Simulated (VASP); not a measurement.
Set up this calculation in VASP 6.6.1, as the native input.

```
Task                   : single point
Functional             : PBE
Potentials or basis    : VASP PAW PBE potentials, release 64 (Li_sv)
Cutoff                 : 520 eV
k mesh                 : 2 × 2 × 2
Occupations            : fermi-dirac, width 0.16 eV
Spin                   : no spin polarisation
Dipole correction      : no
Further INCAR settings : LREAL = Auto; ALGO = Normal; EDIFF = 1e-06; NBANDS = 38
```

The structure of Li lies in POSCAR:

```
Li
1.0
    7.3105600000      0.0000000000      0.0000000000
    0.0000000000      8.3301430000      0.0000000000
    0.0000000000      0.0000000000      6.8065900000
Li
16
Direct
    0.0510631197      0.0065064909     -0.3418892573
    0.5609283010     -0.0917031076     -0.2361534924
    0.1236020223      0.4684193297     -0.2572213105
   -0.1036445908      0.0307677791      0.2669912541
    0.3452129522      0.1779681333      0.1207800088
    0.4186409796      0.5235804475      0.0765728507
    0.5210407958      0.0399272858      0.4084277149
    0.7640454356      0.3237879590      0.0496430665
    0.0133368716      0.4026581536      0.2037290332
    0.2461644525      0.8043079212      0.4810338216
    0.4044833775      0.2324449892      0.7339357887
    0.4627142107      0.4917802732      0.6150069271
    0.7119974393      0.7412357747      0.3854940580
    0.8179263969      0.2912795134      0.5204515036
    0.1629697315      0.8004784552      1.0133855572
    0.7523226675      0.6974430091      0.9479342813
```

These files were run (other wordings do the same):

INCAR

```
SYSTEM = Li
PREC = Accurate
ENCUT = 520
EDIFF = 1E-6
ISMEAR = -1
SIGMA = 0.16
LREAL = Auto
LASPH = .True.
NELM = 80
ALGO = Normal
ISIF = 2
LWAVE = .False.
LCHARG = .True.
GGA = PE
LELF = .True.
LVHAR = .True.
NBANDS = 38
```

KPOINTS

```
regular mesh
0
Gamma
  2 2 2
  0 0 0
```

Potentials or basis: VASP PAW PBE potentials, release 64 (Li_sv).

Run with:

```bash
$ cat potpaw_PBE.64/Li_sv/POTCAR > POTCAR
$ mpirun -np 1 vasp_std > vasp.out
```

It gave:

The largest force is 1.366 eV/Å and the band gap on the k mesh is zero (bands 24 and 25 overlap by 0.47 eV).

Caveat: the k points lie up to 0.46 Å⁻¹ apart; the atoms stand as in a frame of molecular dynamics; forces of over 1 eV/Å act on the atoms, so gaps and moduli don't describe the material at rest.

Wall time 3 min on 1 thread of Intel(R) Xeon(R) Platinum 8488C (Sapphire Rapids) (shared host), peak memory 0.41 GiB.
